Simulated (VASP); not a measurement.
Here is a VASP 6.6.1 calculation.

Contents of INCAR:

```
PREC = Accurate ; ENCUT = 520
EDIFF = 1E-7 ; ISMEAR = 0
SIGMA = 0.1 ; LREAL = F
LASPH = T ; NELM = 80
ALGO = Fast ; ISIF = 2
LWAVE = F ; LCHARG = F
GGA = PE ; NBANDS = 18
```

The input KPOINTS:

```
regular mesh
0
Gamma
  12 12 12
```

The input POSCAR:

```
ZnCu
1.0
    3.0589126000     -0.0773357000      0.0883500000
   -0.0773357000      2.9963313500     -0.0039168500
    0.0883500000     -0.0039168500      3.0598844500
Zn Cu
1 1
Direct
    0.4958471986      0.4985704584      0.4908081494
    0.0041528014      0.0014295416      0.0091918506
```

Potentials or basis: VASP PAW PBE potentials, release 64 (Zn, Cu).

Run with:

```bash
$ cat potpaw_PBE.64/Zn/POTCAR potpaw_PBE.64/Cu/POTCAR > POTCAR
$ mpirun -np 1 vasp_std > vasp.out
```

Predict the largest force.

0.171 eV/Å.

Predict the band gap on the k mesh.

zero (an odd number of electrons rules out a gap without spin polarisation).

Stress tensor (GPa, compression positive):
```
-5.74  3.15 -3.55
 3.15 -5.60 -0.08
-3.55 -0.08 -5.60
```

Caveat: the cell differs from its parent crystal (atoms moved at random and the cell strained at random); the cell stands under tension.
